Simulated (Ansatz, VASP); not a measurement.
**Two plane-wave programs on Pt**

Contents of INCAR:

```
  ALGO = Fast
  EDIFF = 1E-6
  ENCUT = 520
  GGA = PS
  ISIF = 2
  ISMEAR = 0
  LASPH = True
  LCHARG = False
  LREAL = False
  LWAVE = False
  NBANDS = 11
  NELM = 60
  PREC = Accurate
  SIGMA = 0.15
```

KPOINTS

```
k-points
0
Gamma
  22 22 22
```

File POSCAR:

```
Pt
1.0
   -1.5525356000      1.5842200000      1.5842200000
    1.5525356000     -1.5842200000      1.5842200000
    1.5525356000      1.5842200000     -1.5842200000
Pt
1
Direct
    0.0000000000      0.0000000000      0.0000000000
```

Input for Ansatz:

```yaml
crystal:
  lattice:
    - [-1.5525356, 1.58422, 1.58422]
    - [1.5525356, -1.58422, 1.58422]
    - [1.5525356, 1.58422, -1.58422]
  atoms:
    - { symbol: Pt, position: [0.0, 0.0, 0.0] }
basis:
  ecutwfc: 420
kpoints:
  mp_grid: { grid: [22, 22, 22] }
hamiltonian:
  xc: pbesol
scf:
  occupations: { method: gaussian, width: 0.15 }
output:
  forces: true
  stress: true
  eigenvalues: true
```

Change from the starting cell: strain -0.0200 x Voigt [1, 0, 0, 0, 0, 0], atoms carried along.

Alike in both runs: task single point; functional PBEsol; k mesh 22 × 22 × 22; occupations gaussian, width 0.15 eV; no spin polarisation.

```csv
,VASP,Ansatz
version,VASP 6.6.1,Ansatz 0.2.0
potentials or method,"VASP PAW PBE potentials, release 64 (Pt), cutoff 520 eV","scalar-relativistic, plane waves, PAW"
valence electrons in the cell,10,18
```

|  | VASP | Ansatz | Ansatz less VASP |
| --- | --- | --- | --- |
| gap on the k mesh at the Fermi level (eV) | none | none | - |
| pressure (GPa) | -6.7 | -6.3 | +0.37 |
| traceless stress, the component that is largest in VASP (GPa) | -1.46 | -1.46 | -0.001 |

VASP's potentials were made for PBE, not for PBEsol. A gap of «none» marks a metal or a gap that the smearing closes. The functional is the same, so the differences come from potentials, cutoffs and numerics. VASP's potentials hold 10 valence electrons a cell and Ansatz's 18, so a difference there can come from the potentials and not from the codes.

Neither program's run includes spin-orbit coupling.
